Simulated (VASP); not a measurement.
# Sn (I4_1/amd) in VASP: further runs

The runs below take Sn through single point, with PBEsol.

All numbers are computed with VASP 6.6.1; they aren't measurements. Logs are shortened: lines on timing, memory, paths and dates and some standing lists are left out, and cuts for length are marked.

**1. The cell of the first run**

The structure is tetragonal, space group I4_1/amd (No. 141). Conventional cell: a = 5.583 Å, b = 5.583 Å, c = 3.035 Å, α = 90.00°, β = 90.00°, γ = 90.00°. Within 3.8 Å of Sn (site symmetry -4m2) lie 10 Sn at 2.89 to 3.60 Å.

**2. Single point, PBEsol (23.65 Å³/atom)**

File INCAR:

```
PREC = Accurate ; ENCUT = 520
EDIFF = 1E-6 ; ISMEAR = 0
SIGMA = 0.1 ; LREAL = F
LASPH = T ; NELM = 100
ALGO = Fast ; ISIF = 2
LWAVE = F ; LCHARG = F
GGA = PS ; NBANDS = 21
```

File KPOINTS:

```
regular mesh
0
Gamma
  14 14 14
```

File POSCAR:

```
Sn
1.0
   -2.7913005589      2.7913005589      1.5177442782
    2.7913005589     -2.7913005589      1.5177442782
    2.7913005589      2.7913005589     -1.5177442782
Sn
2
Direct
    0.7500000000      0.2500000000      0.5000000000
    0.0000000000      0.0000000000      0.0000000000
```

Potentials or basis: VASP PAW PBE potentials, release 64 (Sn_d).

Run with:

```sh
$ cat potpaw_PBE.64/Sn_d/POTCAR > POTCAR
$ mpirun -np 1 vasp_std > vasp.out
```

OUTCAR:

```text
PREC = Accurate
   ENCUT = 520
   EDIFF = 1E-6
   ISMEAR = 0
   LREAL = F
   LASPH = T
   NELM = 100
   ISIF = 2
   GGA = PS

 ion  position               nearest neighbor table
   1  0.750  0.250  0.500-   2 2.89   2 2.89   2 2.89   2 2.89   2 3.60   2 3.60   2 3.60   2 3.60

   2  0.000  0.000  0.000-   1 2.89   1 2.89   1 2.89   1 2.89   1 3.60   1 3.60   1 3.60   1 3.60

  LATTYP: Found a body centered tetragonal cell.
 ALAT       =     5.5826011178
 C/A-ratio  =     0.5437409000

  Lattice vectors:

 A1 = (  -2.7913005589,   2.7913005589,   1.5177442782)
 A2 = (   2.7913005589,  -2.7913005589,   1.5177442782)
 A3 = (   2.7913005589,   2.7913005589,  -1.5177442782)

Analysis of symmetry for initial positions (statically):
=====================================================================
 Subroutine PRICEL returns:
 Original cell was already a primitive cell.

 Routine SETGRP: Setting up the symmetry group for a
 body centered tetragonal supercell.

 Subroutine GETGRP returns: Found 16 space group operations
 (whereof  8 operations were pure point group operations)
 out of a pool of 16 trial point group operations.

The static configuration has the point symmetry D_2d.
 The point group associated with its full space group is D_4h.

Analysis of symmetry for dynamics (positions and initial velocities):
=====================================================================
 Subroutine PRICEL returns:
 Original cell was already a primitive cell.

 Routine SETGRP: Setting up the symmetry group for a
 body centered tetragonal supercell.

 Subroutine GETGRP returns: Found 16 space group operations
 (whereof  8 operations were pure point group operations)
 out of a pool of 16 trial point group operations.

The dynamic configuration has the point symmetry D_2d.
 The point group associated with its full space group is D_4h.

 Subroutine INISYM returns: Found 16 space group operations
 (whereof  8 operations are pure point group operations),
 and found     1 'primitive' translations

----------------------------------------------------------------------------------------

                                     Primitive cell

  volume of cell :      47.3012

  direct lattice vectors                    reciprocal lattice vectors
    -2.791300559  2.791300559  1.517744278     0.000000000  0.179127969  0.329436261
     2.791300559 -2.791300559  1.517744278     0.179127969  0.000000000  0.329436261
     2.791300559  2.791300559 -1.517744278     0.179127969  0.179127969  0.000000000

  length of vectors
     4.229215685  4.229215685  4.229215685     0.374986772  0.374986772  0.253325203

  position of ions in fractional coordinates (direct lattice)
     0.750000000  0.250000000  0.500000000
     0.000000000  0.000000000  0.000000000

  ion indices of the primitive-cell ions
   primitive index   ion index
                 1           1
                 2           2

----------------------------------------------------------------------------------------

 KPOINTS: regular mesh

Automatic generation of k-mesh.
 Grid dimensions read from file:
 generate k-points for:   14   14   14

 Generating k-lattice:

  Cartesian coordinates                     Fractional coordinates (reciprocal lattice)
     0.000000000  0.012794855  0.023531161     0.071428571  0.000000000  0.000000000
     0.012794855  0.000000000  0.023531161     0.000000000  0.071428571  0.000000000
     0.012794855  0.012794855  0.000000000     0.000000000  0.000000000  0.071428571

  Length of vectors
     0.026784769  0.026784769  0.018094657

  Shift w.r.t. Gamma in fractional coordinates (k-lattice)
     0.000000000  0.000000000  0.000000000

 Subroutine IBZKPT returns following result:
 ===========================================

 Found    244 irreducible k-points:

 Following reciprocal coordinates:
            Coordinates               Weight
  0.000000  0.000000  0.000000      1.000000
  0.071429 -0.000000  0.000000      8.000000
  0.142857  0.000000  0.000000      8.000000
  0.214286 -0.000000  0.000000      8.000000
  0.285714 -0.000000  0.000000      8.000000
  0.357143  0.000000  0.000000      8.000000
[... 16 lines left out ...]
  0.214286  0.142857  0.000000     16.000000
  0.285714  0.142857  0.000000     16.000000
 [... further k-points ...]
   k-points           NKPTS =    244   k-points in BZ     NKDIM =    244   number of bands    NBANDS=     21
   number of dos      NEDOS =    301   number of ions     NIONS =      2
   total plane-waves  NPLWV =  32768
   dimension x,y,z NGX =    32 NGY =   32 NGZ =   32
   dimension x,y,z NGXF=    64 NGYF=   64 NGZF=   64
   ions per type =               2
   NGX,Y,Z   is equivalent  to a cutoff of  12.58, 12.58, 12.58 a.u.
   NGXF,Y,Z  is equivalent  to a cutoff of  25.16, 25.16, 25.16 a.u.
 SYSTEM =  unknown system
   PREC   = accura    normal or accurate (medium, high low for compatibility)
   ISTART =      0    job   : 0-new  1-cont  2-samecut
   ICHARG =      2    charge: 1-file 2-atom 10-const
   ISPIN  =      1    spin polarized calculation?
   LNONCOLLINEAR =      F non collinear calculations
   LSORBIT =      F    spin-orbit coupling
   LASPH  =      T    aspherical Exc in radial PAW
   ENCUT  =  520.0 eV  38.22 Ry    6.18 a.u.   7.86  7.86  7.86*2*pi/ulx,y,z
   NELM   =    100;   NELMIN=  2; NELMDL= -5     # of ELM steps
   EDIFF  = 0.1E-05   stopping-criterion for ELM
   LREAL  =      F    real-space projection
   EDIFFG = 0.1E-04   stopping-criterion for IOM
   NSW    =      0    number of steps for IOM
   IBRION =     -1    ionic relax: 0-MD 1-quasi-New 2-CG
   NFREE  =      0    steps in history (QN), initial steepest desc. (CG)
   ISIF   =      2    stress and relaxation
   ISYM   =      2    0-nonsym 1-usesym 2-fastsym
   POTIM  = 0.5000    time-step for ionic-motion
   TEBEG  =    0.0;   TEEND  =   0.0 temperature during run
   PSTRESS=    0.0 pullay stress
   NELECT =      28.0000    total number of electrons
   NUPDOWN=      -1.0000    fix difference up-down
   EMIN   =  10.00;   EMAX   =-10.00  energy-range for DOS
   EFERMI =   0.00;   METHOD = LEGACY
   ISMEAR =     0;   SIGMA  =   0.10  broadening in eV -4-tet -1-fermi 0-gaus
   EFERMI_NEDOS =   21; number of points for ismear=-14 and -15
   IALGO  =     68    algorithm
   IMIX   =      4    mixing-type and parameters
     AMIX     =   0.40;   BMIX     =  1.00
     AMIX_MAG =   1.60;   BMIX_MAG =  1.00
  volume/ion in A,a.u.               =      23.65       159.60
  Fermi-wavevector in a.u.,A,eV,Ry     =   1.374581  2.597581 25.707829  1.889472
  Thomas-Fermi vector in A             =   2.499994
   LORBIT       =      0    0 simple, 1 ext, 2 COOP (PROOUT), +10 PAW based schemes
   GGA     = PS    functional components
   LHFCALC =     F    Hartree Fock is set to
   AEXX    =    0.0000 exact exchange contribution
   IVDW    =     0    specifies the selected vdW correction
   LEPSILON=     F    determine dielectric tensor
   LRPA    =     F    only Hartree local field effects (RPA)
 non-spin polarized calculation
 RMM-DIIS sequential band-by-band and
 Gauss-broadening in eV      SIGMA  =   0.10
  energy-cutoff  :      520.00
  volume of cell :       47.30
 maximum number of plane-waves:      1295
   NGX = 15   NGY = 15   NGZ = 15

 number of electron      27.9999994 magnetization

 Free energy of the ion-electron system (eV)
  ---------------------------------------------------
  ext. energy  EPLUGINS =         0.00000000
  ---------------------------------------------------
  free energy    TOTEN  =        -8.34356253 eV

  energy without entropy =       -8.33892687  energy(sigma->0) =       -8.34124470

 E-fermi :   9.6281     XC(G=0): -11.1156

 val. band max:        9.6256730017   @ k =  -0.2143   0.0714   0.0000
 cond. band min:       9.6295552743   @ k =  -0.2143  -0.2143   0.0714
 fundamental gap:      0.0038822726
 Fermi energy:         9.6281136269

 k-point     1 :       0.0000    0.0000    0.0000
  band No.  band energies     occupation
      1     -12.1762      2.00000
      2     -12.0429      2.00000
      3     -12.0029      2.00000
      4     -11.9719      2.00000
      5     -11.7344      2.00000
      6     -11.7344      2.00000
[... 13 lines left out ...]
     20      20.1967      0.00000
     21      20.9011      0.00000

 k-point     2 :       0.0714   -0.0000    0.0000
  band No.  band energies     occupation
      1     -12.1715      2.00000
      2     -12.0276      2.00000
      3     -11.9969      2.00000
      4     -11.9530      2.00000
      5     -11.7478      2.00000
      6     -11.7463      2.00000
[... 13 lines left out ...]
     20      19.6479      0.00000
     21      19.6524      0.00000

 k-point     3 :       0.1429    0.0000    0.0000
  band No.  band energies     occupation
      1     -12.1571      2.00000
      2     -11.9864      2.00000
      3     -11.9798      2.00000
      4     -11.9054      2.00000
      5     -11.7766      2.00000
      6     -11.7626      2.00000
[... 13 lines left out ...]
     20      18.4250      0.00000
     21      18.5280      0.00000

 k-point     4 :       0.2143   -0.0000    0.0000
  band No.  band energies     occupation
      1     -12.1349      2.00000
      2     -11.9554      2.00000
      3     -11.9369      2.00000
      4     -11.8615      2.00000
      5     -11.8115      2.00000
      6     -11.7589      2.00000
[... 13 lines left out ...]
     20      17.4955      0.00000
     21      18.5851      0.00000

 k-point     5 :       0.2857   -0.0000    0.0000
  band No.  band energies     occupation
      1     -12.1103      2.00000
      2     -11.9321      2.00000
      3     -11.9068      2.00000
      4     -11.8636      2.00000
      5     -11.8414      2.00000
      6     -11.7697      2.00000
[... 13 lines left out ...]
     20      16.8342      0.00000
     21      19.2966      0.00000
[... 382 lines left out ...]
     20      20.5518      0.00000
     21      20.8144      0.00000

 k-point    22 :       0.1429    0.1429    0.0000
  band No.  band energies     occupation
      1     -12.1258      2.00000
      2     -11.9417      2.00000
      3     -11.9061      2.00000
      4     -11.8392      2.00000
      5     -11.8099      2.00000
      6     -11.7945      2.00000
[... 13 lines left out ...]
     20      17.4313      0.00000
     21      17.8348      0.00000

 k-point    23 :       0.2143    0.1429    0.0000
  band No.  band energies     occupation
      1     -12.1079      2.00000
      2     -11.9254      2.00000
      3     -11.9147      2.00000
      4     -11.8432      2.00000
      5     -11.8382      2.00000
      6     -11.8103      2.00000
[... 13 lines left out ...]
     20      17.2370      0.00000
     21      18.4201      0.00000

 k-point    24 :       0.2857    0.1429    0.0000
  band No.  band energies     occupation
      1     -12.0934      2.00000
      2     -11.9429      2.00000
      3     -11.8971      2.00000
      4     -11.8798      2.00000
      5     -11.8270      2.00000
      6     -11.8243      2.00000
[... 13 lines left out ...]
     20      17.4618      0.00000
     21      19.4006      0.00000

 [... further k-points ...]
[... 5 lines left out ...]
  --------------------------------------------------------------------------------------
  -------------------------------------------------------------------------------------
  Total        2.9041451      2.9041451      2.8614653      0.0000000      0.0000000      0.0000000
  in kB       98.3687363     98.3687363     96.9230937      0.0000000      0.0000000      0.0000000
  external PRESSURE =      97.8868554 kB  Pullay stress =       0.0000000 kB

 VOLUME and BASIS-vectors are now :
 -----------------------------------------------------------------------------
  energy-cutoff  :      520.00
  volume of cell :       47.30
      direct lattice vectors                 reciprocal lattice vectors
    -2.791300559  2.791300559  1.517744278     0.000000000  0.179127969  0.329436261
     2.791300559 -2.791300559  1.517744278     0.179127969  0.000000000  0.329436261
     2.791300559  2.791300559 -1.517744278     0.179127969  0.179127969  0.000000000

 POSITION                                       TOTAL-FORCE (eV/Angst)
 -----------------------------------------------------------------------------------
     -0.00000      2.79130      0.75887         0.000000     -0.000000      0.000000
      0.00000      0.00000      0.00000        -0.000000      0.000000     -0.000000
 -----------------------------------------------------------------------------------
    total drift:                                0.000000     -0.000000      0.000000

  FREE ENERGIE OF THE ION-ELECTRON SYSTEM (eV)
  ---------------------------------------------------
  free  energy   TOTEN  =        -8.3435625290 eV

  energy  without entropy=       -8.3389268710  energy(sigma->0) =       -8.34124470
```

Run time: 88 s. Hardware: 1 thread of Intel Xeon 6975P-C (Granite Rapids), shared host; peak memory 0.31 GiB.

What came out:

```
Free energy            : -8.3436 eV
Pressure               : 9.8 GPa
Band gap on the k mesh : zero (bands 14 and 15 overlap by 4.86 eV)
```

Caveat: the cell stands under pressure; the PAW data sets were made with another functional, which shifts forces and pressure a little; spin-orbit coupling is left out, which moves the levels of the heavy elements.

(Continued in part 2 of 3.)
